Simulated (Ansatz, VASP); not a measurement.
# One calculation of In, two programs

```
In
1.0
     3.41198   -2.03478    0.00000
     3.41198    2.03478    0.00000
    -1.90576    0.00000    8.83394
In
4
Direct
  0.05040 0.05040 0.09960
  0.94960 0.94960 0.90040
  0.50500 0.50500 0.60000
  0.49500 0.49500 0.40000
```

Alike in both runs: task single point; functional PBE; k mesh 6 × 6 × 2; occupations gaussian, width 0.1 eV; no spin polarisation.

```csv
,VASP,Ansatz
version,VASP 6.6.1,Ansatz 0.2.0
potentials or method,"VASP PAW PBE potentials, release 64 (In_d), cutoff 520 eV","scalar-relativistic, plane waves, PAW"
valence electrons in the cell,52,52
```

Ansatz gave:

| Property | Result |
| --- | --- |
| gap on the k mesh at the Fermi level (eV) | none |
| rms of the force components (eV/Å) | 24.053 |

**Question.** Which values does VASP return?

**Answer.** gap on the k mesh at the Fermi level (eV): none; rms of the force components (eV/Å): 21.319.

Atom by atom the forces differ by 2.735 eV/Å (rms over components). A gap of «none» marks a metal or a gap that the smearing closes.
